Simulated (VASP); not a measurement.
# Ti (P6_3/mmc) in VASP: vibrations by perturbation theory with LDA

Aim: the vibrations by perturbation theory of Ti with LDA.

Everything below comes from runs of VASP 6.6.1. Logs are shortened: lines on timing, memory, paths and dates and some standing lists are left out, and cuts for length are marked.

## Step 1: The cell of the first run

The structure is hexagonal, space group P6_3/mmc (No. 194). Conventional cell: a = 2.865 Å, b = 2.865 Å, c = 4.546 Å, α = 90.00°, β = 90.00°, γ = 120.00°. Within 3.7 Å of Ti (site symmetry -6m2) lie 12 Ti at 2.81 to 2.86 Å.

## Step 2: Vibrations by perturbation theory, LDA

Contents of INCAR:

```
SYSTEM = Ti
PREC = Accurate
ENCUT = 520
EDIFF = 1E-8
ISMEAR = -1
SIGMA = 0.15
LREAL = .FALSE.
LASPH = .TRUE.
NELM = 60
ALGO = Normal
ISIF = 2
LWAVE = .FALSE.
LCHARG = .FALSE.
NBANDS = 19
IBRION = 8
NSW = 1
```

Contents of KPOINTS:

```
Automatic mesh
0
G
  15 15 8
  0 0 0
```

Contents of POSCAR:

```
Ti
1.0
    2.8647363038      0.0000000000      0.0000000000
   -1.4323681519      2.4809344143      0.0000000000
    0.0000000000      0.0000000000      4.5458635777
Ti
2
Direct
    0.3333333333      0.6666666667      0.2500000000
    0.6666666667      0.3333333333      0.7500000000
```

Potentials or basis: VASP PAW LDA potentials, release 64 (Ti_sv).

Command:

```
$ cat potpaw_LDA.64/Ti_sv/POTCAR > POTCAR
$ mpirun -np 1 vasp_std > vasp.out
```

OUTCAR:

```text
SYSTEM = Ti
   PREC = Accurate
   ENCUT = 520
   EDIFF = 1E-8
   ISMEAR = -1
   LREAL = .FALSE.
   LASPH = .TRUE.
   NELM = 60
   ISIF = 2
   IBRION = 8
   NSW = 1

 ion  position               nearest neighbor table
   1  0.333  0.667  0.250-   2 2.81   2 2.81   2 2.81   2 2.81   2 2.81   2 2.81
   2  0.667  0.333  0.750-   1 2.81   1 2.81   1 2.81   1 2.81   1 2.81   1 2.81

  LATTYP: Found a hexagonal cell.
 ALAT       =     2.8647363038
 C/A-ratio  =     1.5868349110

  Lattice vectors:

 A1 = (   2.8647363038,   0.0000000000,   0.0000000000)
 A2 = (  -1.4323681519,   2.4809344143,   0.0000000000)
 A3 = (   0.0000000000,   0.0000000000,   4.5458635777)

Analysis of symmetry for initial positions (statically):
=====================================================================
 Subroutine PRICEL returns:
 Original cell was already a primitive cell.

 Routine SETGRP: Setting up the symmetry group for a
 hexagonal supercell.

 Subroutine GETGRP returns: Found 24 space group operations
 (whereof 12 operations were pure point group operations)
 out of a pool of 24 trial point group operations.

The static configuration has the point symmetry D_3d.
 The point group associated with its full space group is D_6h.

Analysis of symmetry for dynamics (positions and initial velocities):
=====================================================================
 Subroutine PRICEL returns:
 Original cell was already a primitive cell.

 Routine SETGRP: Setting up the symmetry group for a
 hexagonal supercell.

 Subroutine GETGRP returns: Found 24 space group operations
 (whereof 12 operations were pure point group operations)
 out of a pool of 24 trial point group operations.

The dynamic configuration has the point symmetry D_3d.
 The point group associated with its full space group is D_6h.

 Subroutine INISYM returns: Found 24 space group operations
 (whereof 12 operations are pure point group operations),
 and found     1 'primitive' translations

----------------------------------------------------------------------------------------

                                     Primitive cell

  volume of cell :      32.3085

  direct lattice vectors                    reciprocal lattice vectors
     2.864736304  0.000000000  0.000000000     0.349072268  0.201536968  0.000000000
    -1.432368152  2.480934414  0.000000000     0.000000000  0.403073936  0.000000000
     0.000000000  0.000000000  4.545863578     0.000000000  0.000000000  0.219980205

  length of vectors
     2.864736304  2.864736304  4.545863578     0.403073936  0.403073936  0.219980205

  position of ions in fractional coordinates (direct lattice)
     0.333333333  0.666666667  0.250000000
     0.666666667  0.333333333  0.750000000

  ion indices of the primitive-cell ions
   primitive index   ion index
                 1           1
                 2           2

----------------------------------------------------------------------------------------

 KPOINTS: Automatic mesh

Automatic generation of k-mesh.
 Grid dimensions read from file:
 generate k-points for:   15   15    8

 Generating k-lattice:

  Cartesian coordinates                     Fractional coordinates (reciprocal lattice)
     0.023271485  0.013435798  0.000000000     0.066666667 -0.000000000  0.000000000
     0.000000000  0.026871596  0.000000000     0.000000000  0.066666667  0.000000000
     0.000000000  0.000000000  0.027497526     0.000000000  0.000000000  0.125000000

  Length of vectors
     0.026871596  0.026871596  0.027497526

  Shift w.r.t. Gamma in fractional coordinates (k-lattice)
     0.000000000  0.000000000  0.000000000

 Subroutine IBZKPT returns following result:
 ===========================================

 Found    135 irreducible k-points:

 Following reciprocal coordinates:
            Coordinates               Weight
  0.000000  0.000000  0.000000      1.000000
  0.066667  0.000000  0.000000      6.000000
  0.133333  0.000000  0.000000      6.000000
  0.200000  0.000000  0.000000      6.000000
  0.266667  0.000000  0.000000      6.000000
  0.333333  0.000000  0.000000      6.000000
[... 16 lines left out ...]
  0.333333  0.200000  0.000000     12.000000
  0.400000  0.200000  0.000000      6.000000
 [... further k-points ...]
[... 18 lines left out ...]
   EDIFF  = 0.1E-07   stopping-criterion for ELM
   LREAL  =      F    real-space projection
   EDIFFG = 0.1E-06   stopping-criterion for IOM
   NSW    =      1    number of steps for IOM
   IBRION =      8    ionic relax: 0-MD 1-quasi-New 2-CG
   NFREE  =      0    steps in history (QN), initial steepest desc. (CG)
   ISIF   =      2    stress and relaxation
   ISYM   =      2    0-nonsym 1-usesym 2-fastsym
   POTIM  = 0.5000    time-step for ionic-motion
   TEBEG  =    0.0;   TEEND  =   0.0 temperature during run
   PSTRESS=    0.0 pullay stress
   NELECT =      24.0000    total number of electrons
   NUPDOWN=      -1.0000    fix difference up-down
   EMIN   =  10.00;   EMAX   =-10.00  energy-range for DOS
   EFERMI =   0.00;   METHOD = LEGACY
   ISMEAR =    -1;   SIGMA  =   0.15  broadening in eV -4-tet -1-fermi 0-gaus
   EFERMI_NEDOS =   21; number of points for ismear=-14 and -15
   IALGO  =     38    algorithm
   IMIX   =      4    mixing-type and parameters
     AMIX     =   0.40;   BMIX     =  1.00
     AMIX_MAG =   1.60;   BMIX_MAG =  1.00
  volume/ion in A,a.u.               =      16.15       109.01
  Fermi-wavevector in a.u.,A,eV,Ry     =   1.482654  2.801810 29.909180  2.198263
  Thomas-Fermi vector in A             =   2.596413
   LORBIT       =      0    0 simple, 1 ext, 2 COOP (PROOUT), +10 PAW based schemes
   GGA     = CA    functional components
   LHFCALC =     F    Hartree Fock is set to
   AEXX    =    0.0000 exact exchange contribution
   IVDW    =     0    specifies the selected vdW correction
   LEPSILON=     F    determine dielectric tensor
   LRPA    =     F    only Hartree local field effects (RPA)
 non-spin polarized calculation
  energy-cutoff  :      520.00
  volume of cell :       32.31
 maximum number of plane-waves:       893
 NGX is ok and might be reduce to    24
   NGX = 11   NGY = 11   NGZ = 17

--------------------------------------- Ionic step        1  -------------------------------------------

 number of electron      24.0000004 magnetization

 Free energy of the ion-electron system (eV)
  ---------------------------------------------------
  ext. energy  EPLUGINS =         0.00000000
  ---------------------------------------------------
  free energy    TOTEN  =       -17.18309191 eV

  energy without entropy =      -17.00325941  energy(sigma->0) =      -17.09317566

 E-fermi :   8.8323     XC(G=0): -12.1344

 val. band max:        8.8119700742   @ k =   0.1333   0.0000   0.1250
 cond. band min:       8.8434755789   @ k =   0.1333   0.0667   0.3750
 fundamental gap:      0.0315055047
 Fermi energy:         8.8323391491

 k-point     1 :       0.0000    0.0000    0.0000
  band No.  band energies     occupation
      1     -47.1559      2.00000
      2     -46.9637      2.00000
      3     -24.2136      2.00000
      4     -23.4073      2.00000
      5     -23.4073      2.00000
      6     -23.2935      2.00000
[... 505 lines left out ...]
      6     -23.7054      2.00000
[... 11 lines left out ...]
     18      12.5478      0.00000
     19      14.4066      0.00000

 [... further k-points ...]

------------------------ aborting loop because EDIFF is reached ----------------------------------------

  FORCE on cell =-STRESS in cart. coord.  units (eV):
  Direction    XX          YY          ZZ          XY          YZ          ZX
  --------------------------------------------------------------------------------------
  -------------------------------------------------------------------------------------
  Total       -0.0361490     -0.0361490     -0.0307466     -0.0000000     -0.0000000      0.0000000
  in kB       -1.7926283     -1.7926283     -1.5247266     -0.0000000     -0.0000000      0.0000000
  external PRESSURE =      -1.7033277 kB  Pullay stress =       0.0000000 kB

 VOLUME and BASIS-vectors are now :
 -----------------------------------------------------------------------------
  energy-cutoff  :      520.00
  volume of cell :       32.31
      direct lattice vectors                 reciprocal lattice vectors
     2.864736304  0.000000000  0.000000000     0.349072268  0.201536968  0.000000000
    -1.432368152  2.480934414  0.000000000     0.000000000  0.403073936  0.000000000
     0.000000000  0.000000000  4.545863578     0.000000000  0.000000000  0.219980205

 POSITION                                       TOTAL-FORCE (eV/Angst)
 -----------------------------------------------------------------------------------
     -0.00000      1.65396      1.13647        -0.000000      0.000000      0.000000
      1.43237      0.82698      3.40940         0.000000     -0.000000      0.000000
 -----------------------------------------------------------------------------------
    total drift:                               -0.000000      0.000000     -0.000000

  FREE ENERGIE OF THE ION-ELECTRON SYSTEM (eV)
  ---------------------------------------------------
  free  energy   TOTEN  =       -17.1830919085 eV

  energy  without entropy=      -17.0032594104  energy(sigma->0) =      -17.09317566

[... ionic steps 2 to 3 ...]

--------------------------------------- Ionic step        4  -------------------------------------------

------------------------ aborting loop because EDIFF is reached ----------------------------------------

[... ionic steps 5 to 5 ...]

--------------------------------------- Ionic step        6  -------------------------------------------

 Free energy of the ion-electron system (eV)
  ---------------------------------------------------
  ---------------------------------------------------
  free energy    TOTEN  =        -0.62297649 eV

  energy without entropy =       -0.62297649

------------------------ aborting loop because EDIFF is reached ----------------------------------------

 INTERNAL STRAIN TENSOR  FOR ION    1  DIRECTION 3   (eV/Angst):
 -----------------------------------------------------------------------------
    -0.02692  0.00000  0.00000
     0.00000 -0.02692 -0.00000
     0.00000  0.00000  0.05420

 INTERNAL STRAIN TENSOR FOR ION    2 for displacements in x,y,z  (eV/Angst):
          X           Y           Z          XY          YZ          ZX
  --------------------------------------------------------------------------------
  x     0.00000     0.00000     0.00000     2.15285     0.00000     0.00000
  y     2.15285    -2.15285    -0.00000     0.00000     0.00000     0.00000
  z     0.00000     0.00000     0.00000     0.00000    -0.00000     0.00000

 SECOND DERIVATIVES (NOT SYMMETRIZED)
 ------------------------------------
               1X          1Y          1Z          2X          2Y          2Z
  1X    -0.819479    0.000000    0.000000    0.819479   -0.000000    0.000000
  1Y     0.000000   -0.819479    0.000000    0.000000    0.819479    0.000000
  1Z     0.000000    0.000000   -4.218192   -0.000000    0.000000    4.218192
  2X     0.819479   -0.000000    0.000000   -0.819479    0.000000    0.000000
  2Y     0.000000    0.819479    0.000000    0.000000   -0.819479    0.000000
  2Z    -0.000000    0.000000    4.218192    0.000000    0.000000   -4.218192

 Eigenvectors and eigenvalues of the dynamical matrix
 ----------------------------------------------------

   1 f  =    6.562235 THz    41.231741 2PiTHz  218.892612 cm-1    27.139213 meV
             X         Y         Z           dx          dy          dz
     -0.000000  1.653956  1.136466    -0.000000   -0.000000    0.707107
      1.432368  0.826978  3.409398    -0.000000    0.000000   -0.707107
[... 11 lines left out ...]
   4 f  =    0.000000 THz     0.000000 2PiTHz    0.000001 cm-1     0.000000 meV
             X         Y         Z           dx          dy          dz
     -0.000000  1.653956  1.136466    -0.243467    0.546598    0.376768
      1.432368  0.826978  3.409398    -0.243467    0.546598    0.376768

   5 f/i=    0.000000 THz     0.000000 2PiTHz    0.000001 cm-1     0.000000 meV
             X         Y         Z           dx          dy          dz
     -0.000000  1.653956  1.136466     0.626185    0.055793    0.323697
      1.432368  0.826978  3.409398     0.626185    0.055793    0.323697

   6 f/i=    0.000000 THz     0.000000 2PiTHz    0.000001 cm-1     0.000000 meV
             X         Y         Z           dx          dy          dz
     -0.000000  1.653956  1.136466     0.220492    0.445104   -0.503255
      1.432368  0.826978  3.409398     0.220492    0.445104   -0.503255

--------------------------------------------------------------------------------------------------------

 ELASTIC MODULI CONTR FROM IONIC RELAXATION (kBar)
 Direction    XX          YY          ZZ          XY          YZ          ZX
 --------------------------------------------------------------------------------
 XX        -280.4696    280.4696      0.0000      0.0000      0.0000      0.0000
 YY         280.4696   -280.4696     -0.0000     -0.0000      0.0000      0.0000
 ZZ           0.0000     -0.0000     -0.0000     -0.0000      0.0000      0.0000
 XY           0.0000     -0.0000     -0.0000   -280.4696      0.0000      0.0000
 YZ           0.0000      0.0000      0.0000      0.0000     -0.0000      0.0000
 ZX           0.0000      0.0000      0.0000      0.0000      0.0000      0.0000
 --------------------------------------------------------------------------------
```

It took 7.2 min on 1 thread of Intel Xeon 6975P-C (Granite Rapids), shared host; peak memory 0.68 GiB.

Results:

```yaml
Highest_phonon_frequency_at_Γ: 219 cm⁻¹
```

Phonon frequencies in cm⁻¹ (negative: imaginary):
```
              q point      frequencies
(0.000, 0.000, 0.000)  0 0 0 96 96 219
```
